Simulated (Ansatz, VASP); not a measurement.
ZnSe in VASP and in Ansatz

```
CELL_PARAMETERS angstrom
0.00000 3.27138 2.12640
3.27138 0.00000 2.12640
3.27138 3.27138 0.00000
ATOMIC_POSITIONS crystal
Zn 0.00000 0.00000 0.00000
Se 0.75000 0.75000 0.75000
```

Alike in both runs: task single point; functional PBE; k mesh 10 × 10 × 10; occupations gaussian, width 0.05 eV; no spin polarisation.

|  | VASP | Ansatz |
| --- | --- | --- |
| version | VASP 6.6.1 | Ansatz 0.2.0 |
| potentials or method | VASP PAW PBE potentials, release 64 (Zn, Se), cutoff 520 eV | scalar-relativistic, plane waves, PAW |
| valence electrons in the cell | 18 | 28 |

Ansatz gave:

```
gap on the k mesh at the Fermi level (eV)                     : 0.13
least direct gap on the mesh (eV)                             : 0.13
pressure (GPa)                                                : -1.7
traceless stress, the component that is largest in VASP (GPa) : 5.47
```

Estimate VASP's values.

gap on the k mesh at the Fermi level (eV): 0.13; least direct gap on the mesh (eV): 0.13; pressure (GPa): -1.5; traceless stress, the component that is largest in VASP (GPa): 5.40.

The functional is the same, so the differences come from potentials, cutoffs and numerics. VASP's potentials hold 18 valence electrons a cell and Ansatz's 28, so a difference there can come from the potentials and not from the codes.
